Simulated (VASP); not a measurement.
Crystal: HfN.

```
Hf N
1.0
     2.82503    0.00000    0.00000
     0.00000    2.82503    0.00000
     0.00000    0.00000    2.82503
Hf N
1 1
Direct
  0.50000 0.50000 0.50000
  0.00000 0.00000 0.00000
```

Base run:

| Item | Value |
| --- | --- |
| Program | VASP 6.6.1 |
| Functional | BLYP |
| Potentials or basis | VASP PAW PBE potentials, release 64 (Hf_pv, N) |
| Cutoff | 520 eV |
| k mesh | 9 × 9 × 9 |
| Occupations | fermi-dirac, width 0.05 eV |
| Spin | no spin polarisation |

Its results: band gap on the k mesh zero (an odd number of electrons rules out a gap without spin polarisation); pressure 7.0 GPa.

Task: The run is repeated on the same cell with these changes: functional from BLYP to r2SCAN; hubbard terms from none to Hf d U = 4.0 eV. What comes out?

Result: Band gap on the k mesh zero (an odd number of electrons rules out a gap without spin polarisation); pressure 7.6 GPa.

Several settings changed at once.

Caveats: the cell stands under pressure; the PAW data sets were made with another functional, which shifts forces and pressure a little; spin-orbit coupling is left out, which moves the levels of the heavy elements; U without spin polarisation on a metal has little footing (at least some runs).
